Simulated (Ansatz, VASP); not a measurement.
One calculation of Ti, two programs

Contents of INCAR:

```
ALGO = Fast
EDIFF = 1E-6
EDIFFG = -0.002
ENCUT = 600
GGA = CA
IBRION = 2
ISIF = 3
ISMEAR = 0
LASPH = True
LCHARG = False
LREAL = False
LWAVE = False
NELM = 80
NSW = 100
PREC = Accurate
SIGMA = 0.1
```

File KPOINTS:

```
k-points
0
Gamma
  15 15 8
```

The input POSCAR:

```
Ti
1.0
    2.8670386271      0.0000000000      0.0000000000
   -1.4335193135      2.4829282847      0.0000000000
    0.0000000000      0.0000000000      4.5198682148
Ti
2
Direct
    0.3333333333      0.6666666667      0.2500000000
    0.6666666667      0.3333333333      0.7500000000
```

Input for Ansatz:

```yaml
crystal:
  lattice:
    - [2.8670386271, 0.0, 0.0]
    - [-1.4335193135, 2.4829282847, 0.0]
    - [0.0, 0.0, 4.5198682148]
  atoms:
    - { symbol: Ti, position: [0.3333333333, 0.6666666667, 0.25] }
    - { symbol: Ti, position: [0.6666666667, 0.3333333333, 0.75] }
basis:
  ecutwfc: 420
kpoints:
  mp_grid: { grid: [15, 15, 8] }
hamiltonian:
  xc: lda
  pseudopotentials: { kind: paw, azcp: { folder: soft_1 } }
scf:
  occupations: { method: gaussian, width: 0.1 }
output:
  forces: true
  stress: true
  eigenvalues: true
relax:
  adjacent_minimum: "off"
  f_tol: 0.002
  max_steps: 80
  cell: { stress_tol: 0.02 }
```

Alike in both runs: task relaxation of cell and atoms; functional LDA; k mesh 15 × 15 × 8; occupations gaussian, width 0.1 eV; no spin polarisation.

|  | VASP | Ansatz |
| --- | --- | --- |
| version | VASP 6.6.1 | Ansatz 0.2.0 |
| potentials or method | VASP PAW LDA potentials, release 64 (Ti_sv), cutoff 600 eV | scalar-relativistic, plane waves, PAW |
| valence electrons in the cell | 24 | 24 |

```tsv
	VASP	Ansatz	Ansatz less VASP
gap on the k mesh at the Fermi level, each at its own relaxed structure (eV)	none	none	-
relaxed volume (Å³/atom)	16.08	16.10	+0.024
relaxed cell length with the largest relative difference (Å)	2.864	2.866	+0.0016
```

Ansatz warns that its potentials were made for another functional, while VASP's fit it. LDA's correlation is that of Perdew and Zunger in VASP and of Perdew and Wang (1992) in Ansatz. A gap of «none» marks a metal or a gap that the smearing closes.
